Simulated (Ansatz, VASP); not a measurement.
## Al: VASP beside Ansatz

```xyz
1
Lattice="0.0000 2.4033 1.5122 2.4033 0.0000 1.5122 2.4033 2.4033 0.0000" Properties=species:S:1:pos:R:3 pbc="T T T"
Al    0.0000    0.0000    0.0000
```

Alike in both runs: task single point; functional PBE; dispersion D3(BJ); k mesh 22 × 22 × 22; occupations gaussian, width 0.15 eV; no spin polarisation.

|  | VASP | Ansatz |
| --- | --- | --- |
| version | VASP 6.6.1 | Ansatz 0.2.0 |
| potentials or method | VASP PAW PBE potentials, release 64 (Al), cutoff 520 eV | scalar-relativistic, plane waves, PAW |
| valence electrons in the cell | 3 | 3 |

```tsv
	VASP	Ansatz	Ansatz less VASP
gap on the k mesh at the Fermi level (eV)	none	none	-
pressure (GPa)	-5.1	-5.1	0.00
traceless stress, the component that is largest in VASP (GPa)	-1.49	-1.49	+0.007
```

A gap of «none» marks a metal or a gap that the smearing closes.
